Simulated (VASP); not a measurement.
A run of VASP 6.6.1 is set up as follows.

Contents of INCAR:

```
SYSTEM = CsBa3
ALGO = Normal ; EDIFF = 1E-6
ENCUT = 520 ; GGA = PS
ISIF = 2 ; ISMEAR = -1
LASPH = .TRUE. ; LCHARG = .FALSE.
LREAL = .FALSE. ; LWAVE = .FALSE.
NBANDS = 28 ; NELM = 100
PREC = Accurate ; SIGMA = 0.05
```

Contents of KPOINTS:

```
k-points
0
G
  5 5 5
  0 0 0
```

POSCAR

```
CsBa3
1.0
    0.0000000000      4.3313742567      4.3313742567
    4.3313742567      0.0000000000      4.3313742567
    4.3313742567      4.3313742567      0.0000000000
Ba Cs
3 1
Direct
    0.5000000000      0.5000000000      0.5000000000
    0.7500000000      0.7500000000      0.7500000000
    0.2500000000      0.2500000000      0.2500000000
    0.0000000000      0.0000000000      0.0000000000
```

Potentials or basis: VASP PAW PBE potentials, release 64 (Ba_sv, Cs_sv).

Run with:

```bash
$ cat potpaw_PBE.64/Ba_sv/POTCAR potpaw_PBE.64/Cs_sv/POTCAR > POTCAR
$ mpirun -np 1 vasp_std > vasp.out
```

**Question.** Estimate the pressure.

**Answer.** 5.4 GPa.

**Question.** Predict the band gap on the k mesh.

**Answer.** Zero (an odd number of electrons rules out a gap without spin polarisation).

Caveat: the cell stands under pressure; the PAW data sets were made with another functional, which shifts forces and pressure a little; spin-orbit coupling is left out, which moves the levels of the heavy elements.
